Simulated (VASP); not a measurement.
# FeO (Wuestite) (Fm-3m) in VASP: single point with PBE

Aim: the single point of FeO (Wuestite) with PBE.

Program: VASP 6.6.1. These are calculated values, not measurements. Logs are shortened: lines on timing, memory, paths and dates and some standing lists are left out, and cuts for length are marked.

**Experimental background.**

From “W\"ustite: Electric, thermodynamic and optical properties of FeO”, 2012, arxiv:1203.1201, for a bulk crystal of FeO: band gap 2.4 eV (optical).

The runs below are set against these values where they give the same quantity.

### Step 1. The cell of the first run

The structure is cubic, space group Fm-3m (No. 225). Conventional cell: a = 4.311 Å, b = 4.311 Å, c = 4.311 Å, α = 90.00°, β = 90.00°, γ = 90.00°. Fe (site symmetry m-3m) has 6 O at 2.16 Å within 2.9 Å. Within 2.9 Å of O (site symmetry m-3m) lie 6 Fe at 2.16 Å.

### Step 2. Single point, PBE, collinear spin, ferromagnetic start

Contents of INCAR:

```
PREC = Accurate
ENCUT = 520
EDIFF = 1E-6
ISMEAR = 0
SIGMA = 0.05
LREAL = False
LASPH = True
NELM = 150
ALGO = Normal
ISIF = 2
LWAVE = False
LCHARG = False
ISPIN = 2
MAGMOM = 4 0
LORBIT = 11
LMAXMIX = 4
GGA = PE
NBANDS = 18
```

Contents of KPOINTS:

```
regular mesh
0
Gamma
  8 8 8
```

Contents of POSCAR:

```
FeO
1.0
    0.0000000000      2.1554000000      2.1554000000
    2.1554000000      0.0000000000      2.1554000000
    2.1554000000      2.1554000000      0.0000000000
Fe O
1 1
Direct
    0.0000000000      0.0000000000      0.0000000000
    0.5000000000      0.5000000000      0.5000000000
```

Potentials or basis: VASP PAW PBE potentials, release 64 (Fe, O).

Command:

```sh
cat potpaw_PBE.64/Fe/POTCAR potpaw_PBE.64/O/POTCAR > POTCAR
mpirun -np 1 vasp_std > vasp.out
```

OUTCAR:

```text
PREC = Accurate
   ENCUT = 520
   EDIFF = 1E-6
   ISMEAR = 0
   LREAL = False
   LASPH = True
   NELM = 150
   ISIF = 2
   ISPIN = 2
   LORBIT = 11
   GGA = PE

 ion  position               nearest neighbor table
   1  0.000  0.000  0.000-   2 2.16   2 2.16   2 2.16   2 2.16   2 2.16   2 2.16
   2  0.500  0.500  0.500-   1 2.16   1 2.16   1 2.16   1 2.16   1 2.16   1 2.16

  LATTYP: Found a face centered cubic cell.
 ALAT       =     4.3108000000

  Lattice vectors:

 A1 = (   0.0000000000,   2.1554000000,   2.1554000000)
 A2 = (   2.1554000000,   0.0000000000,   2.1554000000)
 A3 = (   2.1554000000,   2.1554000000,   0.0000000000)

Analysis of symmetry for initial positions (statically):
=====================================================================
 Subroutine PRICEL returns:
 Original cell was already a primitive cell.

 Routine SETGRP: Setting up the symmetry group for a
 face centered cubic supercell.

 Subroutine GETGRP returns: Found 48 space group operations
 (whereof 48 operations were pure point group operations)
 out of a pool of 48 trial point group operations.

The static configuration has the point symmetry O_h .

Analysis of symmetry for dynamics (positions and initial velocities):
=====================================================================
 Subroutine PRICEL returns:
 Original cell was already a primitive cell.

 Routine SETGRP: Setting up the symmetry group for a
 face centered cubic supercell.

 Subroutine GETGRP returns: Found 48 space group operations
 (whereof 48 operations were pure point group operations)
 out of a pool of 48 trial point group operations.

The dynamic configuration has the point symmetry O_h .

Analysis of structural, dynamic, and magnetic symmetry:
=====================================================================
 Subroutine PRICEL returns:
 Original cell was already a primitive cell.

 Routine SETGRP: Setting up the symmetry group for a
 face centered cubic supercell.

 Subroutine GETGRP returns: Found 48 space group operations
 (whereof 48 operations were pure point group operations)
 out of a pool of 48 trial point group operations.

The overall configuration has the point symmetry O_h .

 Subroutine INISYM returns: Found 48 space group operations
 (whereof 48 operations are pure point group operations),
 and found     1 'primitive' translations

----------------------------------------------------------------------------------------

                                     Primitive cell

  volume of cell :      20.0269

  direct lattice vectors                    reciprocal lattice vectors
     0.000000000  2.155400000  2.155400000    -0.231975503  0.231975503  0.231975503
     2.155400000  0.000000000  2.155400000     0.231975503 -0.231975503  0.231975503
     2.155400000  2.155400000  0.000000000     0.231975503  0.231975503 -0.231975503

  length of vectors
     3.048195912  3.048195912  3.048195912     0.401793358  0.401793358  0.401793358

  position of ions in fractional coordinates (direct lattice)
     0.000000000  0.000000000  0.000000000
     0.500000000  0.500000000  0.500000000

  ion indices of the primitive-cell ions
   primitive index   ion index
                 1           1
                 2           2

----------------------------------------------------------------------------------------

 KPOINTS: regular mesh

Automatic generation of k-mesh.
 Grid dimensions read from file:
 generate k-points for:    8    8    8

 Generating k-lattice:

  Cartesian coordinates                     Fractional coordinates (reciprocal lattice)
    -0.028996938  0.028996938  0.028996938     0.125000000  0.000000000  0.000000000
     0.028996938 -0.028996938  0.028996938     0.000000000  0.125000000  0.000000000
     0.028996938  0.028996938 -0.028996938     0.000000000  0.000000000  0.125000000

  Length of vectors
     0.050224170  0.050224170  0.050224170

  Shift w.r.t. Gamma in fractional coordinates (k-lattice)
     0.000000000  0.000000000  0.000000000

 Subroutine IBZKPT returns following result:
 ===========================================

 Found     29 irreducible k-points:

 Following reciprocal coordinates:
            Coordinates               Weight
  0.000000  0.000000  0.000000      1.000000
  0.125000  0.000000  0.000000      8.000000
  0.250000  0.000000  0.000000      8.000000
  0.375000  0.000000  0.000000      8.000000
  0.500000  0.000000  0.000000      4.000000
  0.125000  0.125000  0.000000      6.000000
[... 16 lines left out ...]
  0.500000  0.250000  0.125000     48.000000
 -0.375000  0.250000  0.125000     24.000000
 [... further k-points ...]
   k-points           NKPTS =     29   k-points in BZ     NKDIM =     29   number of bands    NBANDS=     18
   number of dos      NEDOS =    301   number of ions     NIONS =      2
   total plane-waves  NPLWV =  13824
   dimension x,y,z NGX =    24 NGY =   24 NGZ =   24
   dimension x,y,z NGXF=    48 NGYF=   48 NGZF=   48
   ions per type =               1   1
   NGX,Y,Z   is equivalent  to a cutoff of  13.09, 13.09, 13.09 a.u.
   NGXF,Y,Z  is equivalent  to a cutoff of  26.18, 26.18, 26.18 a.u.
 SYSTEM =  unknown system
   PREC   = accura    normal or accurate (medium, high low for compatibility)
   ISTART =      0    job   : 0-new  1-cont  2-samecut
   ICHARG =      2    charge: 1-file 2-atom 10-const
   ISPIN  =      2    spin polarized calculation?
   LNONCOLLINEAR =      F non collinear calculations
   LSORBIT =      F    spin-orbit coupling
   LASPH  =      T    aspherical Exc in radial PAW
   ENCUT  =  520.0 eV  38.22 Ry    6.18 a.u.   5.67  5.67  5.67*2*pi/ulx,y,z
   NELM   =    150;   NELMIN=  2; NELMDL= -5     # of ELM steps
   EDIFF  = 0.1E-05   stopping-criterion for ELM
   LREAL  =      F    real-space projection
   EDIFFG = 0.1E-04   stopping-criterion for IOM
   NSW    =      0    number of steps for IOM
   IBRION =     -1    ionic relax: 0-MD 1-quasi-New 2-CG
   NFREE  =      0    steps in history (QN), initial steepest desc. (CG)
   ISIF   =      2    stress and relaxation
   ISYM   =      2    0-nonsym 1-usesym 2-fastsym
   POTIM  = 0.5000    time-step for ionic-motion
   TEBEG  =    0.0;   TEEND  =   0.0 temperature during run
   PSTRESS=    0.0 pullay stress
   NELECT =      14.0000    total number of electrons
   NUPDOWN=      -1.0000    fix difference up-down
   EMIN   =  10.00;   EMAX   =-10.00  energy-range for DOS
   EFERMI =   0.00;   METHOD = LEGACY
   ISMEAR =     0;   SIGMA  =   0.05  broadening in eV -4-tet -1-fermi 0-gaus
   EFERMI_NEDOS =   21; number of points for ismear=-14 and -15
   IALGO  =     38    algorithm
   IMIX   =      4    mixing-type and parameters
     AMIX     =   0.40;   BMIX     =  1.00
     AMIX_MAG =   1.60;   BMIX_MAG =  1.00
  volume/ion in A,a.u.               =      10.01        67.57
  Fermi-wavevector in a.u.,A,eV,Ry     =   1.452935  2.745650 28.722187  2.111021
  Thomas-Fermi vector in A             =   2.570260
   LORBIT       =     11    0 simple, 1 ext, 2 COOP (PROOUT), +10 PAW based schemes
   GGA     = PE    functional components
   LHFCALC =     F    Hartree Fock is set to
   AEXX    =    0.0000 exact exchange contribution
   IVDW    =     0    specifies the selected vdW correction
   LEPSILON=     F    determine dielectric tensor
   LRPA    =     F    only Hartree local field effects (RPA)
 spin polarized calculation
 Gauss-broadening in eV      SIGMA  =   0.05
  energy-cutoff  :      520.00
  volume of cell :       20.03
 maximum number of plane-waves:       553
   NGX = 11   NGY = 11   NGZ = 11

 number of electron      13.9999999 magnetization       3.9994421

 Free energy of the ion-electron system (eV)
  ---------------------------------------------------
  ext. energy  EPLUGINS =         0.00000000
  ---------------------------------------------------
  free energy    TOTEN  =       -14.92850118 eV

  energy without entropy =      -14.92606104  energy(sigma->0) =      -14.92728111

 E-fermi :   6.2196     XC(G=0): -12.1637

 val. band max:        6.2080248539   @ k =  -0.2500   0.3750   0.1250
 cond. band min:       6.2568937145   @ k =   0.2500   0.1250   0.0000
 fundamental gap:      0.0488688606
 Fermi energy:         6.2196353385

 spin component 1

 k-point     1 :       0.0000    0.0000    0.0000
  band No.  band energies     occupation
      1     -14.5169      1.00000
      2       2.3260      1.00000
      3       2.3260      1.00000
      4       2.3260      1.00000
      5       2.4089      1.00000
      6       2.4089      1.00000
[... 10 lines left out ...]
     17      26.8355      0.00000
     18      29.9581      0.00000
[... 463 lines left out ...]
 k-point    24 :      -0.3750    0.2500    0.1250
  band No.  band energies     occupation
      1     -13.3088      1.00000
      2      -1.8227      1.00000
      3      -0.4873      1.00000
      4      -0.2372      1.00000
      5       2.9514      1.00000
      6       3.1281      1.00000
[... 10 lines left out ...]
     17      32.7795      0.00000
     18      34.0386      0.00000

 [... further k-points ...]

 spin component 2

 k-point     1 :       0.0000    0.0000    0.0000
  band No.  band energies     occupation
      1     -13.9860      1.00000
      2       2.9650      1.00000
      3       2.9650      1.00000
      4       2.9650      1.00000
      5       5.4653      1.00000
      6       5.4656      1.00000
[... 10 lines left out ...]
     17      28.4267      0.00000
     18      31.0365      0.00000
[... 463 lines left out ...]
 k-point    24 :      -0.3750    0.2500    0.1250
  band No.  band energies     occupation
      1     -12.7446      1.00000
      2      -1.0870      1.00000
      3       0.5773      1.00000
      4       1.1032      1.00000
      5       6.2692      0.08042
      6       6.4105      0.00000
[... 10 lines left out ...]
     17      33.2195      0.00000
     18      34.8463      0.00000

 [... further k-points ...]
[... 5 lines left out ...]
  --------------------------------------------------------------------------------------
  -------------------------------------------------------------------------------------
  Total       -0.0256063     -0.0256063     -0.0256063      0.0000000      0.0000000      0.0000000
  in kB       -2.0485360     -2.0485360     -2.0485360      0.0000000      0.0000000      0.0000000
  external PRESSURE =      -2.0485360 kB  Pullay stress =       0.0000000 kB

 VOLUME and BASIS-vectors are now :
 -----------------------------------------------------------------------------
  energy-cutoff  :      520.00
  volume of cell :       20.03
      direct lattice vectors                 reciprocal lattice vectors
     0.000000000  2.155400000  2.155400000    -0.231975503  0.231975503  0.231975503
     2.155400000  0.000000000  2.155400000     0.231975503 -0.231975503  0.231975503
     2.155400000  2.155400000  0.000000000     0.231975503  0.231975503 -0.231975503

 POSITION                                       TOTAL-FORCE (eV/Angst)
 -----------------------------------------------------------------------------------
      0.00000      0.00000      0.00000         0.000000      0.000000      0.000000
      2.15540      2.15540      2.15540        -0.000000     -0.000000     -0.000000
 -----------------------------------------------------------------------------------
    total drift:                                0.000000     -0.000000      0.000000

  FREE ENERGIE OF THE ION-ELECTRON SYSTEM (eV)
  ---------------------------------------------------
  free  energy   TOTEN  =       -14.9285011799 eV

  energy  without entropy=      -14.9260610403  energy(sigma->0) =      -14.92728111

 total charge

# of ion       s       p       d       tot
------------------------------------------
    1        0.287   0.358   6.085   6.731
    2        1.556   3.438   0.000   4.994
--------------------------------------------------
tot          1.844   3.796   6.085  11.725

 magnetization (x)

# of ion       s       p       d       tot
------------------------------------------
    1        0.027   0.021   3.571   3.619
    2        0.030   0.271   0.000   0.301
--------------------------------------------------
tot          0.057   0.292   3.571   3.920
```

Wall time 12 s (1 thread of Intel Xeon 6975P-C (Granite Rapids), shared host); peak memory 0.15 GiB.

What came out:

```yaml
Free_energy: -14.9285 eV
Pressure: -0.2 GPa
Band_gap_on_the_k_mesh: zero (filled and empty bands overlap)
Net_moment: 4.00 μB per cell
Site_moments: Fe +3.62; O +0.30 μB
Valence_electrons_inside_the_program's_atomic_spheres: Fe 6.73; O 4.99
```

Caveat: a cell with one magnetic atom can't hold antiferromagnetic order, which such compounds often take; semilocal functionals often make such compounds metallic where correlation or magnetic order opens a gap, which also shifts bond lengths.

### Step 3. How close it comes

Step 2. Measured gap of FeO: 2.4 eV (optical; quoted in “W\"ustite: Electric, thermodynamic and optical properties of FeO”, 2012, arxiv:1203.1201). This calculation gives 0.00 eV (-2.40 eV). So large a miss can be the level of theory's own, or it may mean another phase, state or a wrong row. The value is that of PBE on a finite k mesh, which can miss the band edges, without temperature or zero-point motion. Semilocal functionals fall short of measured gaps as a rule. The run's magnetic order (collinear spin, ferromagnetic start) needn't be the measured crystal's.
